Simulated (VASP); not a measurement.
A run of VASP 6.6.1:

File INCAR:

```
ALGO = Normal
EDIFF = 1E-6
ENCUT = 520
GGA = PS
ISIF = 2
ISMEAR = 0
ISPIN = 2
LASPH = True
LCHARG = False
LMAXMIX = 4
LORBIT = 11
LREAL = False
LWAVE = False
MAGMOM = 2.75 0.38
NBANDS = 18
NELM = 150
PREC = Accurate
SIGMA = 0.1
```

Contents of KPOINTS:

```
k-points
0
Gamma
  12 12 12
```

File POSCAR:

```
CoO
1.0
    1.5054695445      0.8691832468      2.4399269062
   -1.5054695445      0.8691832468      2.4399269062
    0.0000000000     -1.7383664936      2.4399269062
Co O
1 1
Direct
    0.0000000000      0.0000000000      0.0000000000
    0.5000000000      0.5000000000      0.5000000000
```

Potentials or basis: VASP PAW PBE potentials, release 64 (Co, O).

Launch:

```console
$ cat potpaw_PBE.64/Co/POTCAR potpaw_PBE.64/O/POTCAR > POTCAR
$ mpirun -np 1 vasp_std > vasp.out
```

Hardware: 1 thread of Intel Xeon 6975P-C, with other jobs on the host.

Question: Estimate the wall time of this run.

Answer: Run time: 80 s on 1 thread of Intel Xeon 6975P-C (shared host), peak memory 0.23 GiB. Counts: scf iterations 16, k points 189.
